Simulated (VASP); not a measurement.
Set up this calculation in VASP 6.6.1, as the native input.

| Item | Value |
| --- | --- |
| Task | relaxation of cell and atoms |
| Functional | LDA |
| Potentials or basis | VASP PAW LDA potentials, release 64 (Mg_sv, O) |
| Cutoff | 840 eV |
| k mesh | 6 × 6 × 4 |
| Occupations | gaussian, width 0.02 eV |
| Spin | no spin polarisation |
| Dipole correction | no |
| Further INCAR settings | ALGO = Normal; EDIFF = 1e-07; IBRION = 2; EDIFFG = -0.002; NSW = 100; ISIF = 3 |

The structure of MgO lies in POSCAR:

```
MgO
1.0
    3.3077869900      0.0000000000      0.0000000000
   -1.6538934900      2.8646275600      0.0000000000
    0.0000000000      0.0000000000      4.9828816700
Mg O
2 2
Direct
    0.3333333300      0.6666666700      0.0021597400
    0.6666666700      0.3333333300      0.5021597400
    0.3333333300      0.6666666700      0.4024402600
    0.6666666700      0.3333333300      0.9024402600
```

The input as run:

INCAR

```
ALGO = Normal ; EDIFF = 1E-7
EDIFFG = -0.002 ; ENCUT = 840
GGA_COMPAT = False ; IBRION = 2
ISIF = 3 ; ISMEAR = 0
LASPH = True ; LCHARG = False
LREAL = False ; LWAVE = False
NELM = 120 ; NELMIN = 4
NSW = 100 ; PREC = Accurate
SIGMA = 0.02
```

KPOINTS

```
k-points
0
Gamma
  6 6 4
```

Potentials or basis: VASP PAW LDA potentials, release 64 (Mg_sv, O).

Launch:

```sh
$ cat potpaw_LDA.64/Mg_sv/POTCAR potpaw_LDA.64/O/POTCAR > POTCAR
$ mpirun -np 1 vasp_std > vasp.out
```

It gave:

```
Relaxed volume                        : 10.71 Å³/atom
Relaxed cell                          : a = 3.453 Å, b = 3.453 Å, c = 4.148 Å, α = 90.00°, β = 90.00°, γ = 120.00°
Space group after relaxing (to 0.1 Å) : P6_3/mmc (No. 194)
Energy gained by relaxing             : 65.2 meV/atom
Ionic steps                           : 38
Pressure after relaxing               : 0.0 GPa
Band gap on the k mesh                : 3.47 eV
```

Caveat: a cell axis changed by over 15 % at a fixed basis, so the end point is rough.

It took 16 min on 1 thread of AMD EPYC 7R43 64-Core Processor (Zen 3) (shared host), peak memory 0.15 GiB.
